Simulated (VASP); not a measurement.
Wanted: the native input for a VASP 6.6.1 run.

```
Task                   : single point
Functional             : PBEsol
Dispersion             : D3(BJ)
Potentials or basis    : VASP PAW PBE potentials, release 64 (C)
Cutoff                 : 600 eV
k mesh                 : 21 × 21 × 12
Occupations            : gaussian, width 0.1 eV
Spin                   : no spin polarisation
Dipole correction      : no
Further INCAR settings : ALGO = Normal; EDIFF = 1e-06; NBANDS = 11
```

The structure of C lies in POSCAR:

```
C
1.0
    2.4576582504      0.0000000000      0.0000000000
   -1.2288291252      2.1283944787      0.0000000000
    0.0000000000      0.0000000000      3.5294825081
C
2
Direct
    0.3333333333      0.6666666667      0.0000000000
    0.6666666667      0.3333333333      0.0000000000
```

The input as run:

INCAR

```
SYSTEM = C
  ALGO = Normal
  EDIFF = 1E-6
  ENCUT = 600
  GGA = PS
  GGA_COMPAT = .FALSE.
  ISIF = 2
  ISMEAR = 0
  IVDW = 12
  LASPH = .TRUE.
  LCHARG = .FALSE.
  LREAL = .FALSE.
  LWAVE = .FALSE.
  NBANDS = 11
  NELM = 120
  PREC = Accurate
  SIGMA = 0.1
```

KPOINTS

```
k-points
0
G
  21 21 12
  0 0 0
```

Potentials or basis: VASP PAW PBE potentials, release 64 (C).

Launch:

```sh
$ cat potpaw_PBE.64/C/POTCAR > POTCAR
$ mpirun -np 1 vasp_std > vasp.out
```

It gave:

| Quantity | Value |
| --- | --- |
| Pressure | 0.3 GPa |
| Band gap on the k mesh | zero (band 4 reaches 4.76 eV, above the bottom of band 5 at 3.75 eV) |
| Dispersion energy per atom | -0.105 eV |

Caveat: the PAW data sets were made with another functional, which shifts forces and pressure a little.

It took 48 s on 1 thread of Intel(R) Xeon(R) Platinum 8259CL CPU @ 2.50GHz (Skylake/Cascade Lake), with other jobs on the host, peak memory 0.19 GiB.
